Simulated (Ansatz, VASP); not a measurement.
**One calculation of Sc, two programs**

```
Sc
1.0
     0.00000    2.33861    2.30456
     2.33861    0.00000    2.30456
     2.33861    2.33861    0.00000
Sc
1
Direct
  0.00000 0.00000 0.00000
```

Change from the starting cell: strain +0.030 along x and y, +0.015 along z, atoms carried along.

Alike in both runs: task single point; functional LDA; k mesh 18 × 18 × 18; occupations gaussian, width 0.15 eV; no spin polarisation.

|  | VASP | Ansatz |
| --- | --- | --- |
| version | VASP 6.6.1 | Ansatz 0.2.0 |
| potentials or method | VASP PAW LDA potentials, release 64 (Sc_sv), cutoff 520 eV | scalar-relativistic, plane waves, PAW |
| valence electrons in the cell | 11 | 11 |

|  | VASP | Ansatz | Ansatz less VASP |
| --- | --- | --- | --- |
| gap on the k mesh at the Fermi level (eV) | none | none | - |
| pressure (GPa) | -5.7 | -5.7 | -0.04 |
| traceless stress, the component that is largest in VASP (GPa) | 0.28 | 0.28 | -0.001 |

LDA's correlation is that of Perdew and Zunger in VASP and of Perdew and Wang (1992) in Ansatz. A gap of «none» marks a metal or a gap that the smearing closes.
